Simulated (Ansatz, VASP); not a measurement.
KTaO3: VASP beside Ansatz

The input INCAR:

```
ALGO = Normal
EDIFF = 1E-7
EDIFFG = -0.005
ENCUT = 600
GGA = PE
IBRION = 2
ISIF = 3
ISMEAR = 0
IVDW = 12
LASPH = True
LCHARG = False
LREAL = False
LWAVE = False
NELM = 100
NSW = 70
PREC = Accurate
SIGMA = 0.02
```

The input KPOINTS:

```
k-points
0
Gamma
  8 8 8
```

The input POSCAR:

```
KTaO3
1.0
    4.0243806737      0.0000000000      0.0000000000
    0.0000000000      4.0243806737      0.0000000000
    0.0000000000      0.0000000000      4.0243806737
K Ta O
1 1 3
Direct
    0.5000000000      0.5000000000      0.5000000000
    0.0000000000      0.0000000000      0.0000000000
    0.5000000000      0.0000000000      0.0000000000
    0.0000000000      0.5000000000      0.0000000000
    0.0000000000      0.0000000000      0.5000000000
```

Input for Ansatz:

```yaml
crystal:
  lattice:
    - [4.0243806737, 0.0, 0.0]
    - [0.0, 4.0243806737, 0.0]
    - [0.0, 0.0, 4.0243806737]
  atoms:
    - { symbol: K, position: [0.5, 0.5, 0.5] }
    - { symbol: Ta, position: [0.0, 0.0, 0.0] }
    - { symbol: O, position: [0.5, 0.0, 0.0] }
    - { symbol: O, position: [0.0, 0.5, 0.0] }
    - { symbol: O, position: [0.0, 0.0, 0.5] }
basis:
  ecutwfc: 420
kpoints:
  mp_grid: { grid: [8, 8, 8] }
hamiltonian:
  xc: pbe
  dispersion: d3bj
scf:
  occupations: { method: gaussian, width: 0.02 }
output:
  forces: true
  stress: true
  eigenvalues: true
relax:
  adjacent_minimum: "off"
  f_tol: 0.005
  max_steps: 50
  cell: { stress_tol: 0.05 }
```

Alike in both runs: task relaxation of cell and atoms; functional PBE; dispersion D3(BJ); k mesh 8 × 8 × 8; occupations gaussian, width 0.02 eV; no spin polarisation.

|  | VASP | Ansatz |
| --- | --- | --- |
| version | VASP 6.6.1 | Ansatz 0.2.0 |
| potentials or method | VASP PAW PBE potentials, release 64 (K_sv, Ta_pv, O), cutoff 600 eV | scalar-relativistic, plane waves, PAW |
| valence electrons in the cell | 38 | 40 |

|  | VASP | Ansatz | Ansatz less VASP |
| --- | --- | --- | --- |
| gap on the k mesh at the Fermi level, each at its own relaxed structure (eV) | 2.15 | 2.20 | +0.051 |
| relaxed volume (Å³/atom) | 12.87 | 12.84 | -0.029 |
| relaxed cell length with the largest relative difference (Å) | 4.007 | 4.004 | -0.0030 |

VASP's potentials hold 38 valence electrons a cell and Ansatz's 40, so a difference there can come from the potentials and not from the codes.

Neither program's run includes spin-orbit coupling.
